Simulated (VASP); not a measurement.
# CaB3 (P6_3/mmc) in VASP: notebook

CaB3 is run at these levels: PBE; tasks: single point, relaxation of cell and atoms.

Program: VASP 6.6.1. These are calculated values, not measurements. Logs are shortened: lines on timing, memory, paths and dates and some standing lists are left out, and cuts for length are marked.

## Step 1: The cell of the first run

The structure is hexagonal, space group P6_3/mmc (No. 194). Conventional cell: a = 5.574 Å, b = 5.574 Å, c = 3.350 Å, α = 90.00°, β = 90.00°, γ = 120.00°. Within 3.7 Å of Ca (site symmetry -6m2) lie 12 B at 2.76 to 2.85 Å and 8 Ca at 3.35 to 3.63 Å. B (site symmetry mm2) has 6 B at 1.77 to 1.96 Å within 2.3 Å.

## Step 2: Single point, PBE

INCAR

```
PREC     = Accurate       # precision mode
ENCUT    = 520            # plane-wave cutoff, eV
EDIFF    = 1E-6           # SCF threshold, eV
ISMEAR   = 0              # smearing method
SIGMA    = 0.1            # smearing width, eV
LREAL    = False          # projectors in reciprocal space
LASPH    = True           # aspherical terms in the spheres
NELM     = 80             # most SCF steps
ALGO     = Normal         # electronic algorithm
ISIF     = 2              # what is computed and relaxed
LWAVE    = False          # write WAVECAR
LCHARG   = True           # write CHGCAR
GGA      = PE             # functional
LELF     = True           # ELF
LVHAR    = True         
NBANDS   = 29             # bands
```

KPOINTS

```
Automatic mesh
0
Gamma
  6 6 4
```

POSCAR

```
CaB3
1.0
    5.5737824201      0.0000000000      0.0000000000
   -2.7868912101      4.8270371710      0.0000000000
    0.0000000000      0.0000000000      3.3500361735
Ca B
2 6
Direct
    0.3333333333      0.6666666667      0.2500000000
    0.6666666667      0.3333333333      0.7500000000
    0.8942737166      0.7885474331      0.2500000000
    0.1057262834      0.8942737166      0.7500000000
    0.2114525669      0.1057262834      0.2500000000
    0.1057262834      0.2114525669      0.7500000000
    0.8942737166      0.1057262834      0.2500000000
    0.7885474331      0.8942737166      0.7500000000
```

Potentials or basis: VASP PAW PBE potentials, release 64 (Ca_sv, B).

Started as:

```sh
cat potpaw_PBE.64/Ca_sv/POTCAR potpaw_PBE.64/B/POTCAR > POTCAR
mpirun -np 1 vasp_std > vasp.out
```

OUTCAR:

```text
PREC = Accurate
   ENCUT = 520
   EDIFF = 1E-6
   ISMEAR = 0
   LREAL = False
   LASPH = True
   NELM = 80
   ISIF = 2
   GGA = PE

 ion  position               nearest neighbor table
   1  0.333  0.667  0.250-
   2  0.667  0.333  0.750-
   3  0.894  0.789  0.250-   5 1.77   7 1.77   4 1.96   4 1.96   8 1.96   8 1.96
   4  0.106  0.894  0.750-   8 1.77   6 1.77   3 1.96   3 1.96   5 1.96   5 1.96
   5  0.211  0.106  0.250-   3 1.77   7 1.77   4 1.96   4 1.96   6 1.96   6 1.96
   6  0.106  0.211  0.750-   8 1.77   4 1.77   7 1.96   7 1.96   5 1.96   5 1.96
   7  0.894  0.106  0.250-   5 1.77   3 1.77   6 1.96   6 1.96   8 1.96   8 1.96
   8  0.789  0.894  0.750-   6 1.77   4 1.77   7 1.96   7 1.96   3 1.96   3 1.96

  LATTYP: Found a hexagonal cell.
 ALAT       =     5.5737824201
 C/A-ratio  =     0.6010346155

  Lattice vectors:

 A1 = (   5.5737824201,   0.0000000000,   0.0000000000)
 A2 = (  -2.7868912101,   4.8270371710,   0.0000000000)
 A3 = (   0.0000000000,   0.0000000000,   3.3500361735)

Analysis of symmetry for initial positions (statically):
=====================================================================
 Subroutine PRICEL returns:
 Original cell was already a primitive cell.

 Routine SETGRP: Setting up the symmetry group for a
 hexagonal supercell.

 Subroutine GETGRP returns: Found 24 space group operations
 (whereof 12 operations were pure point group operations)
 out of a pool of 24 trial point group operations.

The static configuration has the point symmetry D_3d.
 The point group associated with its full space group is D_6h.

Analysis of symmetry for dynamics (positions and initial velocities):
=====================================================================
 Subroutine PRICEL returns:
 Original cell was already a primitive cell.

 Routine SETGRP: Setting up the symmetry group for a
 hexagonal supercell.

 Subroutine GETGRP returns: Found 24 space group operations
 (whereof 12 operations were pure point group operations)
 out of a pool of 24 trial point group operations.

The dynamic configuration has the point symmetry D_3d.
 The point group associated with its full space group is D_6h.

 Subroutine INISYM returns: Found 24 space group operations
 (whereof 12 operations are pure point group operations),
 and found     1 'primitive' translations

----------------------------------------------------------------------------------------

                                     Primitive cell

  volume of cell :      90.1322

  direct lattice vectors                    reciprocal lattice vectors
     5.573782420  0.000000000  0.000000000     0.179411381  0.103583209  0.000000000
    -2.786891210  4.827037171  0.000000000     0.000000000  0.207166418  0.000000000
     0.000000000  0.000000000  3.350036173     0.000000000  0.000000000  0.298504239

  length of vectors
     5.573782420  5.573782420  3.350036173     0.207166418  0.207166418  0.298504239

  position of ions in fractional coordinates (direct lattice)
     0.333333333  0.666666667  0.250000000
     0.666666667  0.333333333  0.750000000
     0.894273717  0.788547433  0.250000000
     0.105726283  0.894273717  0.750000000
     0.211452567  0.105726283  0.250000000
     0.105726283  0.211452567  0.750000000
     0.894273717  0.105726283  0.250000000
     0.788547433  0.894273717  0.750000000

  ion indices of the primitive-cell ions
   primitive index   ion index
                 1           1
                 2           2
                 3           3
                 4           4
                 5           5
                 6           6
                 7           7
                 8           8

----------------------------------------------------------------------------------------

 KPOINTS: Automatic mesh

Automatic generation of k-mesh.
 Grid dimensions read from file:
 generate k-points for:    6    6    4

 Generating k-lattice:

  Cartesian coordinates                     Fractional coordinates (reciprocal lattice)
[... 52 lines left out ...]
 cond. band min:       5.1663213211   @ k =   0.3333   0.3333   0.0000
 fundamental gap:      0.1612414220
 Fermi energy:         5.0052084965

 k-point     1 :       0.0000    0.0000    0.0000
  band No.  band energies     occupation
      1     -34.7014      2.00000
      2     -34.6575      2.00000
      3     -15.9166      2.00000
      4     -15.9166      2.00000
      5     -15.7423      2.00000
      6     -15.7423      2.00000
[... 21 lines left out ...]
     28       9.6080      0.00000
     29       9.6080      0.00000

 k-point     2 :       0.1667   -0.0000    0.0000
  band No.  band energies     occupation
      1     -34.6988      2.00000
      2     -34.6601      2.00000
      3     -15.9283      2.00000
      4     -15.9148      2.00000
      5     -15.7510      2.00000
      6     -15.7311      2.00000
[... 21 lines left out ...]
     28       9.5114      0.00000
     29      10.6966      0.00000

 k-point     3 :       0.3333   -0.0000    0.0000
  band No.  band energies     occupation
      1     -34.6921      2.00000
      2     -34.6668      2.00000
      3     -15.9484      2.00000
      4     -15.9151      2.00000
      5     -15.7641      2.00000
      6     -15.7120      2.00000
[... 21 lines left out ...]
     28      10.2354      0.00000
     29      10.8023      0.00000

 k-point     4 :       0.5000   -0.0000    0.0000
  band No.  band energies     occupation
      1     -34.6867      2.00000
      2     -34.6721      2.00000
      3     -15.9574      2.00000
      4     -15.9175      2.00000
      5     -15.7681      2.00000
      6     -15.7036      2.00000
[... 501 lines left out ...]
     28      11.3914      0.00000
     29      11.8274      0.00000

 k-point    20 :       0.3333    0.1667    0.5000
  band No.  band energies     occupation
      1     -34.6438      2.00000
      2     -34.6438      2.00000
      3     -15.9847      2.00000
      4     -15.9847      2.00000
      5     -15.7789      2.00000
      6     -15.7789      2.00000
[... 21 lines left out ...]
     28      11.4376      0.00000
     29      11.8756      0.00000

 k-point    21 :       0.3333    0.3333    0.5000
  band No.  band energies     occupation
      1     -34.6438      2.00000
      2     -34.6438      2.00000
      3     -15.9881      2.00000
      4     -15.9881      2.00000
      5     -15.7819      2.00000
      6     -15.7819      2.00000
[... 21 lines left out ...]
     28      11.6511      0.00000
     29      12.1284      0.00000

------------------------ aborting loop because EDIFF is reached ----------------------------------------

  FORCE on cell =-STRESS in cart. coord.  units (eV):
  Direction    XX          YY          ZZ          XY          YZ          ZX
  --------------------------------------------------------------------------------------
  -------------------------------------------------------------------------------------
  Total        0.3351192      0.3351192      0.0573084     -0.0000000     -0.0000000      0.0000000
  in kB        5.9570285      5.9570285      1.0187051     -0.0000000     -0.0000000      0.0000000
  external PRESSURE =       4.3109207 kB  Pullay stress =       0.0000000 kB

 VOLUME and BASIS-vectors are now :
 -----------------------------------------------------------------------------
  energy-cutoff  :      520.00
  volume of cell :       90.13
      direct lattice vectors                 reciprocal lattice vectors
     5.573782420  0.000000000  0.000000000     0.179411381  0.103583209  0.000000000
    -2.786891210  4.827037171  0.000000000     0.000000000  0.207166418  0.000000000
     0.000000000  0.000000000  3.350036173     0.000000000  0.000000000  0.298504239

 POSITION                                       TOTAL-FORCE (eV/Angst)
 -----------------------------------------------------------------------------------
     -0.00000      3.21802      0.83751        -0.000000     -0.000000     -0.000000
      2.78689      1.60901      2.51253        -0.000000     -0.000000     -0.000000
      2.78689      3.80635      0.83751         0.000000     -0.008787      0.000000
     -1.90295      4.31669      2.51253         0.007609     -0.004393     -0.000000
      0.88394      0.51034      0.83751         0.007609      0.004393     -0.000000
     -0.00000      1.02069      2.51253        -0.000000      0.008787     -0.000000
      4.68984      0.51034      0.83751        -0.007609      0.004393      0.000000
      1.90295      4.31669      2.51253        -0.007609     -0.004393     -0.000000
 -----------------------------------------------------------------------------------
    total drift:                                0.000000     -0.000000      0.000000

  FREE ENERGIE OF THE ION-ELECTRON SYSTEM (eV)
  ---------------------------------------------------
  free  energy   TOTEN  =       -42.0255897137 eV

  energy  without entropy=      -42.0089435652  energy(sigma->0) =      -42.01726664
```

Wall time 42 s (1 thread of Oxide Virtual Turin-like, shared host); peak memory 0.2 GiB.

Results:

- Free energy: -42.0256 eV
- Pressure: 0.4 GPa
- Largest force: 0.009 eV/Å
- Band gap on the k mesh: zero (bands 19 and 20 overlap by 2.28 eV)

Forces in eV/Å, atoms in the order of the input:
```
Ca   0.000  0.000  0.000
Ca   0.000  0.000  0.000
B    0.000 -0.009  0.000
B    0.008 -0.004  0.000
B    0.008  0.004  0.000
B    0.000  0.009  0.000
B   -0.008  0.004  0.000
B   -0.008 -0.004  0.000
```

Stress tensor (GPa, compression positive):
```
0.60 0.00 0.00
0.00 0.60 0.00
0.00 0.00 0.10
```

Caveat: the k points lie up to 0.47 Å⁻¹ apart, too coarse for converged energies and pressures of a metal.

## Step 3: Single point, PBE

This run uses another cell than the first one, of 11.32 Å³/atom.

INCAR

```
ALGO = Normal
EDIFF = 1E-6
ENCUT = 520
GGA = PE
ISIF = 2
ISMEAR = 0
LASPH = True
LCHARG = False
LREAL = False
LWAVE = False
NBANDS = 29
NELM = 100
PREC = Accurate
SIGMA = 0.1
```

KPOINTS

```
k-points
0
Gamma
  6 6 6
```

POSCAR

```
CaB3
1.0
    5.5541031468      0.0000000000      0.0000000000
   -2.7770515734      4.8099944203      0.0000000000
    0.0000000000      0.0000000000      3.3903477690
Ca B
2 6
Direct
    0.3333333333      0.6666666667      0.2500000000
    0.6666666667      0.3333333333      0.7500000000
    0.8948141417      0.7896282834      0.2500000000
    0.1051858583      0.8948141417      0.7500000000
    0.2103717166      0.1051858583      0.2500000000
    0.1051858583      0.2103717166      0.7500000000
    0.8948141417      0.1051858583      0.2500000000
    0.7896282834      0.8948141417      0.7500000000
```

Potentials or basis: VASP PAW PBE potentials, release 64 (Ca_sv, B).

Started as:

```sh
cat potpaw_PBE.64/Ca_sv/POTCAR potpaw_PBE.64/B/POTCAR > POTCAR
mpirun -np 1 vasp_std > vasp.out
```

Run time: 53 s. Hardware: 1 thread of Oxide Virtual Turin-like, shared host; peak memory 0.21 GiB.

Results (log left out):

```
Free energy            : -42.1874 eV
Pressure               : 0.3 GPa
Largest force          : 0.013 eV/Å
Band gap on the k mesh : zero (bands 19 and 20 overlap by 2.43 eV)
```

Forces in eV/Å, atoms in the order of the input:
```
Ca   0.000  0.000  0.000
Ca   0.000  0.000  0.000
B    0.000 -0.013  0.000
B    0.012 -0.007  0.000
B    0.012  0.007  0.000
B    0.000  0.013  0.000
B   -0.012  0.007  0.000
B   -0.012 -0.007  0.000
```

Stress tensor (GPa, compression positive):
```
0.38 0.00 0.00
0.00 0.38 0.00
0.00 0.00 0.20
```

Levels at points of the mesh, in eV from the Fermi level:
```
           k point  band 17  band 18  band 19  band 20  band 21  band 22
(0.00, 0.00, 0.00)    -0.67    -0.14    -0.14     2.54     2.54     2.71
(0.50, 0.00, 0.00)    -0.45    -0.32    -0.13     0.43     0.57     2.62
(0.00, 0.00, 0.50)    -1.64    -1.64    -1.64    -1.64     5.88     5.88
(0.50, 0.00, 0.50)    -1.30    -1.30    -1.03    -1.03     3.46     3.46
```

## Step 4: Relaxation of cell and atoms, PBE

This run uses another cell than the first one, of 12.08 Å³/atom.

INCAR

```
SYSTEM = CaB3
PREC = Accurate
ENCUT = 600
EDIFF = 1E-7
ISMEAR = 0
SIGMA = 0.1
LREAL = .False.
LASPH = .True.
NELM = 100
ALGO = Normal
ISIF = 3
LWAVE = .False.
LCHARG = .False.
GGA = PE
IBRION = 2
NSW = 90
EDIFFG = -0.04
```

KPOINTS

```
Automatic mesh
0
Gamma
  6 6 4
  0 0 0
```

POSCAR

```
CaB3
1.0
    5.1804844912      0.0000000000      0.0000000000
   -2.5902422456      4.4864311733      0.0000000000
    0.0000000000      0.0000000000      4.1581381131
Ca B
2 6
Direct
    0.3333333333      0.6666666667      0.2500000000
    0.6666666667      0.3333333333      0.7500000000
    0.8330000000      0.6660000000      0.2500000000
    0.1670000000      0.8330000000      0.7500000000
    0.3340000000      0.1670000000      0.2500000000
    0.1670000000      0.3340000000      0.7500000000
    0.8330000000      0.1670000000      0.2500000000
    0.6660000000      0.8330000000      0.7500000000
```

Started as:

```sh
cat potpaw_PBE.64/Ca_sv/POTCAR potpaw_PBE.64/B/POTCAR > POTCAR
mpirun -np 1 vasp_std > vasp.out
```

It took 15 min on 1 thread of Oxide Virtual Turin-like, shared host; peak memory 0.25 GiB.

The run converged. Its results:

```yaml
Free_energy: -42.0318 eV
Relaxed_volume: 11.32 Å³/atom
Relaxed_cell: a = 5.584 Å, b = 5.584 Å, c = 3.353 Å, α = 90.00°, β = 90.00°, γ = 120.00°
Space_group_after_relaxing_to_0.1_Å: P6_3/mmc (No. 194)
Pressure_after_relaxing: 0.1 GPa
Largest_force_after_relaxing: 0.029 eV/Å
Band_gap_on_the_k_mesh: zero (bands 19 and 20 overlap by 2.27 eV)
```

Forces in eV/Å, atoms in the order of the input:
```
Ca   0.000  0.000  0.000
Ca   0.000  0.000  0.000
B    0.000 -0.029  0.000
B    0.025 -0.014  0.000
B    0.025  0.014  0.000
B    0.000  0.029  0.000
B   -0.025  0.014  0.000
B   -0.025 -0.014  0.000
```

Stress tensor (GPa, compression positive):
```
 0.21  0.00  0.00
 0.00  0.21  0.00
 0.00  0.00 -0.17
```

Final structure:
```
Ca B
1.0
     5.58362    0.00000    0.00000
    -2.79181    4.83556    0.00000
     0.00000    0.00000    3.35264
Ca B
2 6
Cartesian
  0.0000 3.2237 0.8382
  2.7918 1.6119 2.5145
  2.7918 3.8152 0.8382
  -1.9081 4.3254 2.5145
  0.8837 0.5102 0.8382
  0.0000 1.0204 2.5145
  4.6999 0.5102 0.8382
  1.9081 4.3254 2.5145
```

Levels at points of the mesh, in eV from the Fermi level:
```csv
k point,band 17,band 18,band 19,band 20,band 21,band 22
"(0.00, 0.00, 0.00)",-0.71,-0.23,-0.23,2.57,2.57,2.58
"(0.50, 0.00, 0.00)",-0.57,-0.40,-0.23,0.39,0.43,2.54
"(0.00, 0.00, 0.50)",-1.78,-1.78,-1.78,-1.78,5.73,5.73
"(0.50, 0.00, 0.50)",-1.42,-1.42,-1.17,-1.17,3.31,3.31
```

Caveat: the k points lie up to 0.47 Å⁻¹ apart in the final cell, too coarse for converged energies and pressures of a metal; a cell axis changed by over 15 % at a fixed basis, so the end point is rough.

## Step 5: Relaxation of cell and atoms, PBE

INCAR

```
PREC = Accurate ; ENCUT = 600
EDIFF = 1E-7 ; ISMEAR = 0
SIGMA = 0.1 ; LREAL = F
LASPH = T ; NELM = 60
ALGO = Normal ; ISIF = 3
LWAVE = F ; LCHARG = F
GGA = PE ; IBRION = 2
NSW = 90 ; EDIFFG = -0.04
```

KPOINTS

```
regular mesh
0
Gamma
  6 6 6
```

POSCAR

```
CaB3
1.0
    5.5737824201      0.0000000000      0.0000000000
   -2.7868912101      4.8270371710      0.0000000000
    0.0000000000      0.0000000000      3.3500361735
Ca B
2 6
Direct
    0.3333333333      0.6666666667      0.2500000000
    0.6666666667      0.3333333333      0.7500000000
    0.8942737166      0.7885474331      0.2500000000
    0.1057262834      0.8942737166      0.7500000000
    0.2114525669      0.1057262834      0.2500000000
    0.1057262834      0.2114525669      0.7500000000
    0.8942737166      0.1057262834      0.2500000000
    0.7885474331      0.8942737166      0.7500000000
```

Started as:

```sh
cat potpaw_PBE.64/Ca_sv/POTCAR potpaw_PBE.64/B/POTCAR > POTCAR
mpirun -np 1 vasp_std > vasp.out
```

Wall time 8.3 min (1 thread of Oxide Virtual Turin-like, shared host); peak memory 0.26 GiB.

It converged, with:

```yaml
Free_energy: -42.1941 eV
Relaxed_volume: 11.36 Å³/atom
Relaxed_cell: a = 5.563 Å, b = 5.563 Å, c = 3.391 Å, α = 90.00°, β = 90.00°, γ = 120.00°
Space_group_after_relaxing_to_0.1_Å: P6_3/mmc (No. 194)
Energy_gained_by_relaxing: 2.3 meV/atom
Ionic_steps: 5
Pressure_after_relaxing: 0.0 GPa
Largest_force_after_relaxing: 0.004 eV/Å
Band_gap_on_the_k_mesh: zero (bands 19 and 20 overlap by 2.43 eV)
```

Forces in eV/Å, atoms in the order of the input:
```
Ca   0.000  0.000  0.000
Ca   0.000  0.000  0.000
B    0.000 -0.004  0.000
B    0.004 -0.002  0.000
B    0.004  0.002  0.000
B    0.000  0.004  0.000
B   -0.004  0.002  0.000
B   -0.004 -0.002  0.000
```

Stress tensor (GPa, compression positive):
```
-0.07  0.00  0.00
 0.00 -0.07  0.00
 0.00  0.00  0.01
```

The path:
| step | energy change (eV) | largest force (eV/Å) | pressure (GPa) | volume (Å³) |
| --- | --- | --- | --- | --- |
| 1 | 0.0000 | 0.2326 | 0.42 | 90.13 |
| 2 | -0.0132 | 0.2440 | 0.98 | 90.51 |
| 3 | -0.0164 | 0.0919 | 0.79 | 90.40 |
| 4 | -0.0179 | 0.0395 | -0.46 | 91.14 |
| 5 | -0.0184 | 0.0044 | -0.04 | 90.89 |

Final structure:
```xyz
8
Lattice="5.5628 0.0000 0.0000 -2.7814 4.8175 0.0000 0.0000 0.0000 3.3914" Properties=species:S:1:pos:R:3 pbc="T T T"
Ca    0.0000    3.2117    0.8479
Ca    2.7814    1.6058    2.5436
B     2.7814    3.8050    0.8479
B    -1.9045    4.3113    2.5436
B     0.8769    0.5063    0.8479
B     0.0000    1.0126    2.5436
B     4.6859    0.5063    0.8479
B     1.9045    4.3113    2.5436
```

Levels at points of the mesh, in eV from the Fermi level:
| k point | band 17 | band 18 | band 19 | band 20 | band 21 | band 22 |
| --- | --- | --- | --- | --- | --- | --- |
| (0.00, 0.00, 0.00) | -0.66 | -0.14 | -0.14 | 2.54 | 2.54 | 2.71 |
| (0.50, 0.00, 0.00) | -0.45 | -0.32 | -0.13 | 0.43 | 0.57 | 2.61 |
| (0.00, 0.00, 0.50) | -1.64 | -1.64 | -1.64 | -1.64 | 5.86 | 5.86 |
| (0.50, 0.00, 0.50) | -1.30 | -1.30 | -1.03 | -1.03 | 3.45 | 3.45 |

## Step 6: Overview

```tsv
task	cell	k mesh	cutoff (eV)	gap on the mesh (eV)	pressure (GPa)	relaxed volume (Å³/atom)	largest force (eV/Å)
single point	a = 5.574, b = 5.574, c = 3.350 Å, angles 90.0, 90.0, 120.0°, 8 atoms, atomic positions A	6 × 6 × 4	520	none	0.4	-	0.01
single point	a = 5.554, b = 5.554, c = 3.390 Å, angles 90.0, 90.0, 120.0°, 8 atoms, atomic positions B	6 × 6 × 6	520	none	0.3	-	0.01
relaxation of cell and atoms	relaxed from a = 5.180, b = 5.180, c = 4.158 Å, angles 90.0, 90.0, 120.0°, 8 atoms, atomic positions C	6 × 6 × 4	600	none	0.1	11.32	0.03
relaxation of cell and atoms	relaxed from a = 5.574, b = 5.574, c = 3.350 Å, angles 90.0, 90.0, 120.0°, 8 atoms, atomic positions A	6 × 6 × 6	600	none	0.0	11.36	-
```

Alike in all rows: level PBE; potentials or basis VASP PAW PBE potentials, release 64 (Ca_sv, B); no spin polarisation; smearing gaussian 0.1 eV.

Caveats: some runs use coarse meshes; a cell axis changed by over 15 % at a fixed basis, so the end point is rough (at least some runs).

Absolute energies hang on the potentials; compare differences alone.

The gap in the log of VASP goes by the Fermi energy; the results here count the filled bands.